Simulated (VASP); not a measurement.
# Bi (Im-3m) in VASP: a series of runs

The runs below take Bi through single point, with PBE.

All numbers are computed with VASP 6.6.1; they aren't measurements. Logs are shortened: lines on timing, memory, paths and dates and some standing lists are left out, and cuts for length are marked.

**1. The cell of the first run**

Symmetry: Im-3m, No. 229, cubic system. The conventional cell has a = 3.896 Å, b = 3.896 Å, c = 3.896 Å, α = 90.00°, β = 90.00°, γ = 90.00°. Bi (site symmetry m-3m) has 14 Bi at 3.37 to 3.90 Å within 4.4 Å.

**2. Single point, PBE**

Input file INCAR:

```
PREC     = Accurate       # precision mode
ENCUT    = 500            # plane-wave cutoff, eV
EDIFF    = 1E-6           # SCF threshold, eV
ISMEAR   = -1             # smearing method
SIGMA    = 0.15           # smearing width, eV
LREAL    = False          # projectors in reciprocal space
LASPH    = True           # aspherical terms in the spheres
NELM     = 120            # most SCF steps
ALGO     = Normal         # electronic algorithm
ISIF     = 2              # what is computed and relaxed
LWAVE    = False          # write WAVECAR
LCHARG   = False          # write CHGCAR
GGA      = PE             # functional
NBANDS   = 14             # bands
GGA_COMPAT= False
```

Input file KPOINTS:

```
Automatic mesh
0
Gamma
  8 8 8
```

Input file POSCAR:

```
Bi
1.0
   -1.9478104601      1.9478104601      1.9478104601
    1.9478104601     -1.9478104601      1.9478104601
    1.9478104601      1.9478104601     -1.9478104601
Bi
1
Direct
    0.0000000000      0.0000000000      0.0000000000
```

Potentials or basis: VASP PAW PBE potentials, release 64 (Bi_d).

On the command line:

```bash
> cat potpaw_PBE.64/Bi_d/POTCAR > POTCAR
> mpirun -np 1 vasp_std > vasp.out
```

OUTCAR:

```text
PREC = Accurate
   ENCUT = 500
   EDIFF = 1E-6
   ISMEAR = -1
   LREAL = False
   LASPH = True
   NELM = 120
   ISIF = 2
   GGA = PE

 ion  position               nearest neighbor table
   1  0.000  0.000  0.000-

  LATTYP: Found a body centered cubic cell.
 ALAT       =     3.8956209202

  Lattice vectors:

 A1 = (  -1.9478104601,   1.9478104601,   1.9478104601)
 A2 = (   1.9478104601,  -1.9478104601,   1.9478104601)
 A3 = (   1.9478104601,   1.9478104601,  -1.9478104601)

Analysis of symmetry for initial positions (statically):
=====================================================================
 Subroutine PRICEL returns:
 Original cell was already a primitive cell.

 Routine SETGRP: Setting up the symmetry group for a
 body centered cubic supercell.

 Subroutine GETGRP returns: Found 48 space group operations
 (whereof 48 operations were pure point group operations)
 out of a pool of 48 trial point group operations.

The static configuration has the point symmetry O_h .

Analysis of symmetry for dynamics (positions and initial velocities):
=====================================================================
 Subroutine PRICEL returns:
 Original cell was already a primitive cell.

 Routine SETGRP: Setting up the symmetry group for a
 body centered cubic supercell.

 Subroutine GETGRP returns: Found 48 space group operations
 (whereof 48 operations were pure point group operations)
 out of a pool of 48 trial point group operations.

The dynamic configuration has the point symmetry O_h .

 Subroutine INISYM returns: Found 48 space group operations
 (whereof 48 operations are pure point group operations),
 and found     1 'primitive' translations

----------------------------------------------------------------------------------------

                                     Primitive cell

  volume of cell :      29.5597

  direct lattice vectors                    reciprocal lattice vectors
    -1.947810460  1.947810460  1.947810460     0.000000000  0.256698488  0.256698488
     1.947810460 -1.947810460  1.947810460     0.256698488  0.000000000  0.256698488
     1.947810460  1.947810460 -1.947810460     0.256698488  0.256698488  0.000000000

  length of vectors
     3.373706680  3.373706680  3.373706680     0.363026483  0.363026483  0.363026483

  position of ions in fractional coordinates (direct lattice)
     0.000000000  0.000000000  0.000000000

  ion indices of the primitive-cell ions
   primitive index   ion index
                 1           1

----------------------------------------------------------------------------------------

 KPOINTS: Automatic mesh

Automatic generation of k-mesh.
 Grid dimensions read from file:
 generate k-points for:    8    8    8

 Generating k-lattice:

  Cartesian coordinates                     Fractional coordinates (reciprocal lattice)
     0.000000000  0.032087311  0.032087311     0.125000000  0.000000000  0.000000000
     0.032087311  0.000000000  0.032087311     0.000000000  0.125000000  0.000000000
     0.032087311  0.032087311  0.000000000     0.000000000  0.000000000  0.125000000

  Length of vectors
     0.045378310  0.045378310  0.045378310

  Shift w.r.t. Gamma in fractional coordinates (k-lattice)
     0.000000000  0.000000000  0.000000000

 Subroutine IBZKPT returns following result:
 ===========================================

 Found     29 irreducible k-points:

 Following reciprocal coordinates:
            Coordinates               Weight
  0.000000  0.000000  0.000000      1.000000
  0.125000  0.000000  0.000000     12.000000
  0.250000  0.000000  0.000000     12.000000
  0.375000  0.000000  0.000000     12.000000
  0.500000  0.000000  0.000000      6.000000
  0.125000  0.125000  0.000000     24.000000
[... 16 lines left out ...]
 -0.250000  0.250000  0.250000      6.000000
 -0.375000  0.375000  0.250000     24.000000
 [... further k-points ...]
   k-points           NKPTS =     29   k-points in BZ     NKDIM =     29   number of bands    NBANDS=     14
   number of dos      NEDOS =    301   number of ions     NIONS =      1
   total plane-waves  NPLWV =  21952
   dimension x,y,z NGX =    28 NGY =   28 NGZ =   28
   dimension x,y,z NGXF=    56 NGYF=   56 NGZF=   56
   ions per type =               1
   NGX,Y,Z   is equivalent  to a cutoff of  13.80, 13.80, 13.80 a.u.
   NGXF,Y,Z  is equivalent  to a cutoff of  27.60, 27.60, 27.60 a.u.
 SYSTEM =  unknown system
   PREC   = accura    normal or accurate (medium, high low for compatibility)
   ISTART =      0    job   : 0-new  1-cont  2-samecut
   ICHARG =      2    charge: 1-file 2-atom 10-const
   ISPIN  =      1    spin polarized calculation?
   LNONCOLLINEAR =      F non collinear calculations
   LSORBIT =      F    spin-orbit coupling
   LASPH  =      T    aspherical Exc in radial PAW
   ENCUT  =  500.0 eV  36.75 Ry    6.06 a.u.   6.15  6.15  6.15*2*pi/ulx,y,z
   NELM   =    120;   NELMIN=  2; NELMDL= -5     # of ELM steps
   EDIFF  = 0.1E-05   stopping-criterion for ELM
   LREAL  =      F    real-space projection
   EDIFFG = 0.1E-04   stopping-criterion for IOM
   NSW    =      0    number of steps for IOM
   IBRION =     -1    ionic relax: 0-MD 1-quasi-New 2-CG
   NFREE  =      0    steps in history (QN), initial steepest desc. (CG)
   ISIF   =      2    stress and relaxation
   ISYM   =      2    0-nonsym 1-usesym 2-fastsym
   POTIM  = 0.5000    time-step for ionic-motion
   TEBEG  =    0.0;   TEEND  =   0.0 temperature during run
   PSTRESS=    0.0 pullay stress
   NELECT =      15.0000    total number of electrons
   NUPDOWN=      -1.0000    fix difference up-down
   EMIN   =  10.00;   EMAX   =-10.00  energy-range for DOS
   EFERMI =   0.00;   METHOD = LEGACY
   ISMEAR =    -1;   SIGMA  =   0.15  broadening in eV -4-tet -1-fermi 0-gaus
   EFERMI_NEDOS =   21; number of points for ismear=-14 and -15
   IALGO  =     38    algorithm
   IMIX   =      4    mixing-type and parameters
     AMIX     =   0.40;   BMIX     =  1.00
     AMIX_MAG =   1.60;   BMIX_MAG =  1.00
  volume/ion in A,a.u.               =      29.56       199.48
  Fermi-wavevector in a.u.,A,eV,Ry     =   1.305786  2.467577 23.198970  1.705076
  Thomas-Fermi vector in A             =   2.436631
   LORBIT       =      0    0 simple, 1 ext, 2 COOP (PROOUT), +10 PAW based schemes
   GGA     = PE    functional components
   LHFCALC =     F    Hartree Fock is set to
   AEXX    =    0.0000 exact exchange contribution
   IVDW    =     0    specifies the selected vdW correction
   LEPSILON=     F    determine dielectric tensor
   LRPA    =     F    only Hartree local field effects (RPA)
 non-spin polarized calculation
  energy-cutoff  :      500.00
  volume of cell :       29.56
 maximum number of plane-waves:       767
 NGX is ok and might be reduce to    28
   NGX = 13   NGY = 13   NGZ = 13

 number of electron      15.0000004 magnetization

 Free energy of the ion-electron system (eV)
  ---------------------------------------------------
  ext. energy  EPLUGINS =         0.00000000
  ---------------------------------------------------
  free energy    TOTEN  =        -3.73166916 eV

  energy without entropy =       -3.67897400  energy(sigma->0) =       -3.70532158

 E-fermi :   8.6367     XC(G=0): -10.5408

 val. band max:        8.5905953325   @ k =  -0.2500   0.3750   0.1250
 cond. band min:       8.9050310557   @ k =   0.3750   0.1250   0.0000
 fundamental gap:      0.3144357232
 Fermi energy:         8.6367230104

 k-point     1 :       0.0000    0.0000    0.0000
  band No.  band energies     occupation
      1     -14.5087      2.00000
      2     -14.5087      2.00000
      3     -14.5087      2.00000
      4     -14.3562      2.00000
      5     -14.3562      2.00000
      6      -5.3132      2.00000
      7      14.0779      0.00000
      8      14.0779      0.00000
      9      14.0779      0.00000
     10      18.3900      0.00000
     11      19.0604      0.00000
     12      19.0604      0.00000
     13      19.0604      0.00000
     14      20.5914      0.00000

 k-point     2 :       0.1250    0.0000    0.0000
  band No.  band energies     occupation
      1     -14.5157      2.00000
      2     -14.4974      2.00000
      3     -14.4729      2.00000
      4     -14.3640      2.00000
      5     -14.3574      2.00000
      6      -5.0104      2.00000
      7      11.5555      0.00000
      8      13.2216      0.00000
      9      13.7816      0.00000
     10      17.3076      0.00000
     11      18.1027      0.00000
     12      18.8219      0.00000
     13      20.0282      0.00000
     14      21.7925      0.00000

 k-point     3 :       0.2500    0.0000    0.0000
  band No.  band energies     occupation
      1     -14.5326      2.00000
      2     -14.4787      2.00000
      3     -14.3855      2.00000
      4     -14.3762      2.00000
      5     -14.3604      2.00000
      6      -4.1269      2.00000
      7       7.8495      1.98954
      8      11.7490      0.00000
      9      13.0702      0.00000
     10      15.8226      0.00000
     11      17.0907      0.00000
     12      19.2477      0.00000
     13      21.0400      0.00000
     14      24.2659      0.00000
[... 324 lines left out ...]
 k-point    23 :      -0.2500    0.2500    0.2500
  band No.  band energies     occupation
      1     -14.4388      2.00000
      2     -14.4120      2.00000
      3     -14.4120      2.00000
      4     -14.3951      2.00000
      5     -14.3920      2.00000
      6      -2.9966      2.00000
      7       7.7599      1.99423
      8       9.4557      0.00847
      9       9.4557      0.00847
     10      13.9944      0.00000
     11      20.7394      0.00000
     12      20.7394      0.00000
     13      21.1448      0.00000
     14      21.6824      0.00000

 k-point    24 :      -0.3750    0.3750    0.2500
  band No.  band energies     occupation
      1     -14.4674      2.00000
      2     -14.4281      2.00000
      3     -14.4166      2.00000
      4     -14.3678      2.00000
      5     -14.3095      2.00000
      6      -1.7971      2.00000
      7       5.7257      2.00000
      8       8.4180      1.62241
      9       9.0572      0.11429
     10      13.9266      0.00000
     11      18.1397      0.00000
     12      20.4567      0.00000
     13      20.4763      0.00000
     14      24.2705      0.00000

 [... further k-points ...]
[... 5 lines left out ...]
  --------------------------------------------------------------------------------------
  -------------------------------------------------------------------------------------
  Total        0.7497334      0.7497334      0.7497334      0.0000000     -0.0000000      0.0000000
  in kB       40.6365979     40.6365979     40.6365979      0.0000000     -0.0000000      0.0000000
  external PRESSURE =      40.6365979 kB  Pullay stress =       0.0000000 kB

 VOLUME and BASIS-vectors are now :
 -----------------------------------------------------------------------------
  energy-cutoff  :      500.00
  volume of cell :       29.56
      direct lattice vectors                 reciprocal lattice vectors
    -1.947810460  1.947810460  1.947810460     0.000000000  0.256698488  0.256698488
     1.947810460 -1.947810460  1.947810460     0.256698488  0.000000000  0.256698488
     1.947810460  1.947810460 -1.947810460     0.256698488  0.256698488  0.000000000

 POSITION                                       TOTAL-FORCE (eV/Angst)
 -----------------------------------------------------------------------------------
      0.00000      0.00000      0.00000        -0.000000      0.000000     -0.000000
 -----------------------------------------------------------------------------------
    total drift:                               -0.000000     -0.000000     -0.000000

  FREE ENERGIE OF THE ION-ELECTRON SYSTEM (eV)
  ---------------------------------------------------
  free  energy   TOTEN  =        -3.7316691645 eV

  energy  without entropy=       -3.6789739959  energy(sigma->0) =       -3.70532158
```

It took 5.3 s on 1 thread of Intel Xeon 6975P-C (Granite Rapids), shared host; peak memory 0.15 GiB.

What came out:

```yaml
Free_energy: -3.7317 eV
Pressure: 4.1 GPa
```

Caveat: spin-orbit coupling is left out, which moves the levels of the heavy elements.

**3. Single point, PBE**

This run uses another cell than the first one, of 30.49 Å³/atom, 1.032 times its volume.

Input file INCAR:

```
SYSTEM = Bi
ALGO = Normal
EDIFF = 1E-6
ENCUT = 500
GGA = PE
GGA_COMPAT = .False.
ISIF = 2
ISMEAR = -1
LASPH = .True.
LCHARG = .False.
LREAL = .False.
LWAVE = .False.
NBANDS = 14
NELM = 120
PREC = Accurate
SIGMA = 0.15
```

Input file KPOINTS:

```
k-points
0
Gamma
  8 8 8
  0 0 0
```

Input file POSCAR:

```
Bi
1.0
   -1.9681016127      1.9681016127      1.9681016127
    1.9681016127     -1.9681016127      1.9681016127
    1.9681016127      1.9681016127     -1.9681016127
Bi
1
Direct
    0.0000000000      0.0000000000      0.0000000000
```

Potentials or basis: VASP PAW PBE potentials, release 64 (Bi_d).

On the command line:

```bash
> cat potpaw_PBE.64/Bi_d/POTCAR > POTCAR
> mpirun -np 1 vasp_std > vasp.out
```

It took 6.1 s on 1 thread of Intel Xeon 6975P-C (Granite Rapids), shared host; peak memory 0.15 GiB.

Results (log left out):

```
Free energy : -3.7500 eV
Pressure    : 2.1 GPa
```

Levels at points of the mesh, in eV from the Fermi level:
```
           k point  band 4  band 5  band 6  band 7  band 8  band 9  band 10  band 11  band 12  band 13
(0.00, 0.00, 0.00)  -22.98  -22.98  -13.73    5.20    5.20    5.20     9.33    10.42    10.42    10.42
(0.50, 0.00, 0.00)  -22.99  -22.90  -10.56   -5.26    1.55    3.45     5.98     7.55    12.44    13.64
(0.50, 0.50, 0.50)  -22.92  -22.92   -8.36   -1.91   -1.91   -1.91     3.45     3.45    15.34    17.75
```

Caveat: spin-orbit coupling is left out, which moves the levels of the heavy elements.

(Continued in part 2 of 2.)
